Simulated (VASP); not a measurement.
# Al3GaN4 (P-42m) in VASP: notebook

The runs below take Al3GaN4 through single point, with PBEsol.

All numbers are computed with VASP 6.6.1; they aren't measurements. Logs are shortened: lines on timing, memory, paths and dates and some standing lists are left out, and cuts for length are marked.

### 1 The cell of the first run

The structure is tetragonal, space group P-42m (No. 111). The conventional cell has a = 4.683 Å, b = 4.683 Å, c = 3.904 Å, α = 90.00°, β = 90.00°, γ = 90.00°. Within 2.5 Å of Al (site symmetry -42m) lie 4 N at 1.90 Å. Within 2.5 Å of Al (site symmetry 222) lie 4 N at 1.91 Å. Within 2.6 Å of Ga (site symmetry -42m) lie 4 N at 1.96 Å. Within 2.5 Å of N (site symmetry m) lie 3 Al at 1.90 to 1.91 Å and 1 Ga at 1.96 Å.

### 2 Single point, PBEsol (volume 10.700 Å^3 an atom, c/a of the conventional cell 0.8336)

File INCAR:

```
SYSTEM = Al3GaN4
PREC = Accurate
ENCUT = 520
EDIFF = 1E-7
ISMEAR = 0
SIGMA = 0.05
LREAL = .False.
LASPH = .True.
NELM = 60
ALGO = Normal
ISIF = 2
LWAVE = .False.
LCHARG = .False.
GGA = PS
NBANDS = 31
```

File KPOINTS:

```
regular mesh
0
Gamma
  6 6 6
  0 0 0
```

File POSCAR:

```
Al3GaN4
1.0
    4.6827627358      0.0000000000      0.0000000000
    0.0000000000      4.6827627358      0.0000000000
    0.0000000000      0.0000000000      3.9035510166
Al Ga N
3 1 4
Direct
    0.5000000000      0.5000000000      0.0000000000
    0.5000000000      0.0000000000      0.5000000000
    0.0000000000      0.5000000000      0.5000000000
    0.0000000000      0.0000000000      0.0000000000
    0.7447140287      0.7447140287      0.2552859713
    0.7447140287      0.2552859713      0.7447140287
    0.2552859713      0.7447140287      0.7447140287
    0.2552859713      0.2552859713      0.2552859713
```

Potentials or basis: VASP PAW PBE potentials, release 64 (Al, Ga_d, N).

Launch:

```sh
$ cat potpaw_PBE.64/Al/POTCAR potpaw_PBE.64/Ga_d/POTCAR potpaw_PBE.64/N/POTCAR > POTCAR
$ mpirun -np 1 vasp_std > vasp.out
```

OUTCAR:

```text
SYSTEM = Al3GaN4
   PREC = Accurate
   ENCUT = 520
   EDIFF = 1E-7
   ISMEAR = 0
   LREAL = .False.
   LASPH = .True.
   NELM = 60
   ISIF = 2
   GGA = PS

 ion  position               nearest neighbor table
   1  0.500  0.500  0.000-   5 1.90   6 1.90   7 1.90   8 1.90   2 3.05   3 3.05   2 3.05   3 3.05
                             2 3.05   2 3.05   3 3.05   3 3.05
   2  0.500  0.000  0.500-   5 1.91   6 1.91   7 1.91   8 1.91   1 3.05   4 3.05   1 3.05   4 3.05
                             1 3.05   1 3.05   4 3.05   4 3.05   3 3.31   3 3.31   3 3.31   3 3.31
   3  0.000  0.500  0.500-   5 1.91   6 1.91   7 1.91   8 1.91   1 3.05   4 3.05   1 3.05   4 3.05
                             4 3.05   4 3.05   1 3.05   1 3.05   2 3.31   2 3.31   2 3.31   2 3.31
   4  0.000  0.000  0.000-   5 1.96   6 1.96   7 1.96   8 1.96   2 3.05   3 3.05   2 3.05   3 3.05
                             3 3.05   3 3.05   2 3.05   2 3.05
   5  0.745  0.745  0.255-   1 1.90   2 1.91   3 1.91   4 1.96
   6  0.745  0.255  0.745-   1 1.90   2 1.91   3 1.91   4 1.96
   7  0.255  0.745  0.745-   1 1.90   2 1.91   3 1.91   4 1.96
   8  0.255  0.255  0.255-   1 1.90   2 1.91   3 1.91   4 1.96

  LATTYP: Found a simple tetragonal cell.
 ALAT       =     4.6827627358
 C/A-ratio  =     0.8336000000

  Lattice vectors:

 A1 = (   4.6827627358,   0.0000000000,   0.0000000000)
 A2 = (   0.0000000000,   4.6827627358,   0.0000000000)
 A3 = (   0.0000000000,   0.0000000000,   3.9035510166)

Analysis of symmetry for initial positions (statically):
=====================================================================
 Subroutine PRICEL returns:
 Original cell was already a primitive cell.

 Routine SETGRP: Setting up the symmetry group for a
 simple tetragonal supercell.

 Subroutine GETGRP returns: Found  8 space group operations
 (whereof  8 operations were pure point group operations)
 out of a pool of 16 trial point group operations.

The static configuration has the point symmetry D_2d.

Analysis of symmetry for dynamics (positions and initial velocities):
=====================================================================
 Subroutine PRICEL returns:
 Original cell was already a primitive cell.

 Routine SETGRP: Setting up the symmetry group for a
 simple tetragonal supercell.

 Subroutine GETGRP returns: Found  8 space group operations
 (whereof  8 operations were pure point group operations)
 out of a pool of 16 trial point group operations.

The dynamic configuration has the point symmetry D_2d.

 Subroutine INISYM returns: Found  8 space group operations
[... 111 lines left out ...]
   EDIFFG = 0.1E-05   stopping-criterion for IOM
   NSW    =      0    number of steps for IOM
   IBRION =     -1    ionic relax: 0-MD 1-quasi-New 2-CG
   NFREE  =      0    steps in history (QN), initial steepest desc. (CG)
   ISIF   =      2    stress and relaxation
   ISYM   =      2    0-nonsym 1-usesym 2-fastsym
   POTIM  = 0.5000    time-step for ionic-motion
   TEBEG  =    0.0;   TEEND  =   0.0 temperature during run
   PSTRESS=    0.0 pullay stress
   NELECT =      42.0000    total number of electrons
   NUPDOWN=      -1.0000    fix difference up-down
   EMIN   =  10.00;   EMAX   =-10.00  energy-range for DOS
   EFERMI =   0.00;   METHOD = LEGACY
   ISMEAR =     0;   SIGMA  =   0.05  broadening in eV -4-tet -1-fermi 0-gaus
   EFERMI_NEDOS =   21; number of points for ismear=-14 and -15
   IALGO  =     38    algorithm
   IMIX   =      4    mixing-type and parameters
     AMIX     =   0.40;   BMIX     =  1.00
     AMIX_MAG =   1.60;   BMIX_MAG =  1.00
  volume/ion in A,a.u.               =      10.70        72.21
  Fermi-wavevector in a.u.,A,eV,Ry     =   1.291229  2.440069 22.684610  1.667272
  Thomas-Fermi vector in A             =   2.423012
   LORBIT       =      0    0 simple, 1 ext, 2 COOP (PROOUT), +10 PAW based schemes
   GGA     = PS    functional components
   LHFCALC =     F    Hartree Fock is set to
   AEXX    =    0.0000 exact exchange contribution
   IVDW    =     0    specifies the selected vdW correction
   LEPSILON=     F    determine dielectric tensor
   LRPA    =     F    only Hartree local field effects (RPA)
 non-spin polarized calculation
 Gauss-broadening in eV      SIGMA  =   0.05
  energy-cutoff  :      520.00
  volume of cell :       85.60
 maximum number of plane-waves:      2331
 NGX is ok and might be reduce to    36
   NGX = 17   NGY = 17   NGZ = 15

 number of electron      41.9999994 magnetization

 Free energy of the ion-electron system (eV)
  ---------------------------------------------------
  ext. energy  EPLUGINS =         0.00000000
  ---------------------------------------------------
  free energy    TOTEN  =       -59.41463632 eV

  energy without entropy =      -59.41463632  energy(sigma->0) =      -59.41463632

 E-fermi :   6.3433     XC(G=0): -11.3544

 val. band max:        6.1039298827   @ k =   0.0000   0.0000   0.0000
 cond. band min:       8.7363968692   @ k =   0.0000   0.0000   0.0000
 fundamental gap:      2.6324669864
 Fermi energy:         6.3433207213

 k-point     1 :       0.0000    0.0000    0.0000
  band No.  band energies     occupation
      1      -9.4766      2.00000
      2      -7.7527      2.00000
      3      -7.7527      2.00000
      4      -7.6915      2.00000
      5      -7.0562      2.00000
      6      -6.9909      2.00000
[... 805 lines left out ...]
     30      14.7358      0.00000
     31      15.7281      0.00000

 [... further k-points ...]
[... 5 lines left out ...]
  --------------------------------------------------------------------------------------
  -------------------------------------------------------------------------------------
  Total       -4.0102117     -4.0102117      3.5246621      0.0000000     -0.0000000      0.0000000
  in kB      -75.0608913    -75.0608913     65.9726457      0.0000000     -0.0000000      0.0000000
  external PRESSURE =     -28.0497123 kB  Pullay stress =       0.0000000 kB

 VOLUME and BASIS-vectors are now :
 -----------------------------------------------------------------------------
  energy-cutoff  :      520.00
  volume of cell :       85.60
      direct lattice vectors                 reciprocal lattice vectors
     4.682762736  0.000000000  0.000000000     0.213549150  0.000000000  0.000000000
     0.000000000  4.682762736  0.000000000     0.000000000  0.213549150  0.000000000
     0.000000000  0.000000000  3.903551017     0.000000000  0.000000000  0.256177003

 POSITION                                       TOTAL-FORCE (eV/Angst)
 -----------------------------------------------------------------------------------
      2.34138      2.34138      0.00000         0.000000      0.000000      0.000000
      2.34138      0.00000      1.95178        -0.000000      0.000000      0.000000
      0.00000      2.34138      1.95178         0.000000      0.000000      0.000000
      0.00000      0.00000      0.00000         0.000000      0.000000      0.000000
      3.48732      3.48732      0.99652         0.096352      0.096352      0.143045
      3.48732      1.19544      2.90703         0.096352     -0.096352     -0.143045
      1.19544      3.48732      2.90703        -0.096352      0.096352     -0.143045
      1.19544      1.19544      0.99652        -0.096352     -0.096352      0.143045
 -----------------------------------------------------------------------------------
    total drift:                               -0.000000     -0.000000     -0.000000

  FREE ENERGIE OF THE ION-ELECTRON SYSTEM (eV)
  ---------------------------------------------------
  free  energy   TOTEN  =       -59.4146363225 eV

  energy  without entropy=      -59.4146363225  energy(sigma->0) =      -59.41463632
```

OSZICAR:

```text
N       E                     dE             d eps       ncg     rms          rms(c)
DAV:   1     0.313607025403E+03    0.31361E+03   -0.19413E+04  2778   0.168E+03
DAV:   2    -0.228912019684E+02   -0.33650E+03   -0.31074E+03  2888   0.443E+02
DAV:   3    -0.660495332731E+02   -0.43158E+02   -0.42401E+02  2908   0.125E+02
DAV:   4    -0.678427076041E+02   -0.17932E+01   -0.17865E+01  3304   0.286E+01
DAV:   5    -0.678807310780E+02   -0.38023E-01   -0.38007E-01  2964   0.390E+00    0.159E+01
DAV:   6    -0.594152435216E+02    0.84655E+01   -0.26034E+01  3858   0.514E+01    0.547E+00
DAV:   7    -0.594994462803E+02   -0.84203E-01   -0.25326E+00  3009   0.100E+01    0.391E+00
DAV:   8    -0.594394266331E+02    0.60020E-01   -0.36825E-01  3340   0.499E+00    0.967E-01
DAV:   9    -0.594142946728E+02    0.25132E-01   -0.81283E-02  3811   0.358E+00    0.460E-01
DAV:  10    -0.594145162743E+02   -0.22160E-03   -0.14059E-02  3006   0.645E-01    0.173E-01
DAV:  11    -0.594146396279E+02   -0.12335E-03   -0.58385E-04  3981   0.179E-01    0.246E-02
DAV:  12    -0.594146368416E+02    0.27863E-05   -0.54635E-05  3009   0.483E-02    0.158E-02
DAV:  13    -0.594146366314E+02    0.21013E-06   -0.63322E-06  3836   0.417E-02    0.806E-03
DAV:  14    -0.594146364868E+02    0.14467E-06   -0.15725E-06  3293   0.877E-03    0.292E-03
DAV:  15    -0.594146363404E+02    0.14634E-06   -0.28043E-07  2634   0.335E-03    0.430E-04
DAV:  16    -0.594146363225E+02    0.17939E-07   -0.19841E-08  1954   0.136E-03
   1 F= -.59414636E+02 E0= -.59414636E+02  d E =-.144719E-13
```

stdout:

```text
POSCAR found type information on POSCAR AlGaN
 POSCAR found :  3 types and       8 ions
 scaLAPACK will be used
 -----------------------------------------------------------------------------
|                                                                             |
|                                                                             |
|     You enforced a specific xc type in the INCAR file but a different       |
|     I HOPE YOU KNOW WHAT YOU ARE DOING!                                     |
|                                                                             |
 -----------------------------------------------------------------------------

 LDA part: xc-table for (Slater+PW92), standard interpolation
 POSCAR, INCAR and KPOINTS ok, starting setup
 FFT: planning ... GRIDC
 FFT: planning ... GRID_SOFT
 FFT: planning ... GRID
 WAVECAR not read
 entering main loop
```

Run time: 1.9 min. Hardware: 1 thread of Intel Xeon Platinum 8259CL at 2.50GHz (Skylake/Cascade Lake), shared host; peak memory 0.23 GiB.

Results:

| Quantity | Value |
| --- | --- |
| Free energy | -59.4146 eV |
| Pressure | -2.8 GPa |
| Largest force | 0.198 eV/Å |
| Band gap on the k mesh | 2.63 eV, direct |

Forces in eV/Å, atoms in the order of the input:
```
Al   0.000  0.000  0.000
Al   0.000  0.000  0.000
Al   0.000  0.000  0.000
Ga   0.000  0.000  0.000
N    0.096  0.096  0.143
N    0.096 -0.096 -0.143
N   -0.096  0.096 -0.143
N   -0.096 -0.096  0.143
```

Stress tensor (GPa, compression positive):
```
-7.51  0.00  0.00
 0.00 -7.51  0.00
 0.00  0.00  6.60
```

Levels at points of the mesh, in eV from the valence-band top:
| k point | band 18 | band 19 | band 20 | band 21 | band 22 | band 23 | band 24 | band 25 |
| --- | --- | --- | --- | --- | --- | --- | --- | --- |
| (0.00, 0.00, 0.00) | -1.80 | -0.57 | -0.57 | 0.00 | 2.63 | 2.92 | 3.38 | 3.38 |
| (0.50, 0.00, 0.00) | -1.35 | -1.16 | -1.06 | -0.87 | 4.94 | 4.97 | 5.16 | 5.26 |
| (0.50, 0.50, 0.00) | -2.00 | -1.74 | -1.74 | -1.61 | 6.17 | 6.42 | 6.46 | 6.46 |
| (0.00, 0.00, 0.50) | -2.18 | -2.18 | -1.91 | -1.91 | 5.71 | 5.87 | 7.01 | 7.01 |
| (0.50, 0.00, 0.50) | -0.99 | -0.87 | -0.79 | -0.59 | 6.55 | 7.28 | 7.44 | 7.69 |
| (0.50, 0.50, 0.50) | -0.57 | -0.57 | -0.53 | -0.14 | 4.39 | 5.69 | 5.69 | 5.69 |

Caveat: the PAW data sets were made with another functional, which shifts forces and pressure a little. A k mesh can miss the band edges.

(Part 1 of 2 ends here.)
